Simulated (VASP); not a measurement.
**PbS: relaxation of cell and atoms with PBE**

PbS, a slab with vacuum:

```
Pb S
1.0
     3.00117   -3.00166   -0.00020
     3.00117    3.00166   -0.00020
    -1.10312    0.00000   11.68621
Pb S
2 2
Direct
  0.77250 0.77250 0.62145
  0.22750 0.22750 0.37855
  0.26986 0.26986 0.60804
  0.73014 0.73014 0.39196
```

```json
{
 "Program": "VASP 6.6.1",
 "Task": "relaxation of cell and atoms",
 "Functional": "PBE",
 "Potentials or basis": "VASP PAW PBE potentials, release 64 (Pb_d, S)",
 "Cutoff": "600 eV",
 "k mesh": "6 × 6 × 4",
 "Occupations": "gaussian, width 0.02 eV",
 "Spin": "no spin polarisation",
 "Dipole correction": "no",
 "Further INCAR settings": "ALGO = Normal; EDIFF = 1e-06; IBRION = 2; EDIFFG = -0.02; NSW = 70; ISIF = 3"
}
```

```yaml
Relaxed_cell: a = 4.242 Å, b = 4.242 Å, c = 11.759 Å, α = 93.81°, β = 93.81°, γ = 90.00°
Space_group_after_relaxing_to_0.05_Å: C2/m (No. 12)
Energy_gained_by_relaxing: 0.3 meV/atom
Ionic_steps: 9
Largest_force_after_relaxing: 0.008 eV/Å
Band_gap_on_the_k_mesh: 2.07 eV, indirect (the least direct gap lies 3.7 meV higher)
```

Forces in eV/Å, atoms in the order of the input:
```
Pb   0.000  0.000 -0.005
Pb   0.000  0.000  0.005
S    0.000  0.000  0.008
S    0.000  0.000 -0.008
```

Step by step:
```tsv
step	energy change (eV)	largest force (eV/Å)	pressure (GPa)	volume (Å³)
1	0.0000	0.0589	0.03	210.55
2	-0.0003	0.0303	-0.02	210.85
3	-0.0003	0.0411	-0.03	210.94
4	-0.0006	0.0338	-0.01	210.75
5	-0.0007	0.0266	0.02	210.56
6	-0.0007	0.0127	0.09	210.18
7	-0.0008	0.0196	0.06	210.35
8	-0.0009	0.0152	0.05	210.44
9	-0.0012	0.0083	0.03	210.68
```

Final structure:
```cif
data_structure
_symmetry_space_group_name_H-M 'P 1'
_symmetry_Int_Tables_number 1
_cell_length_a 4.2422
_cell_length_b 4.2422
_cell_length_c 11.7592
_cell_angle_alpha 93.815
_cell_angle_beta 93.815
_cell_angle_gamma 89.995
_cell_volume 210.68
loop_
_atom_site_label
_atom_site_type_symbol
_atom_site_fract_x
_atom_site_fract_y
_atom_site_fract_z
_atom_site_occupancy
Pb1 Pb 0.77224 0.77224 0.62044 1
Pb2 Pb 0.22776 0.22776 0.37956 1
S1 S 0.27015 0.27015 0.60948 1
S2 S 0.72985 0.72985 0.39052 1
```

Levels at points of the mesh, in eV from the valence-band top:
```
           k point  band 16  band 17  band 18  band 19  band 20  band 21  band 22  band 23  band 24
(0.00, 0.00, 0.00)    -2.31    -2.31    -1.25    -1.25    -0.15     2.26     3.87     5.09     5.44
(0.50, 0.00, 0.00)    -1.64    -0.90    -0.90     0.00     0.00     2.07     2.08     3.13     3.13
(0.50, 0.50, 0.00)    -3.94    -2.57    -2.57    -1.27    -1.27     4.24     4.25     5.30     5.31
(0.00, 0.00, 0.50)    -2.31    -2.31    -1.25    -1.25    -0.15     2.12     4.64     5.09     5.10
(0.50, 0.00, 0.50)    -1.63    -0.90    -0.90     0.00     0.00     2.07     2.07     3.13     3.13
(0.50, 0.50, 0.50)    -3.94    -2.57    -2.57    -1.27    -1.27     4.22     4.23     5.29     5.29
```

It took 15 min on 1 thread of Intel(R) Xeon(R) Platinum 8488C (Sapphire Rapids), on a shared host, peak memory 0.54 GiB.

Caveat: spin-orbit coupling is left out, which moves the levels of the heavy elements.
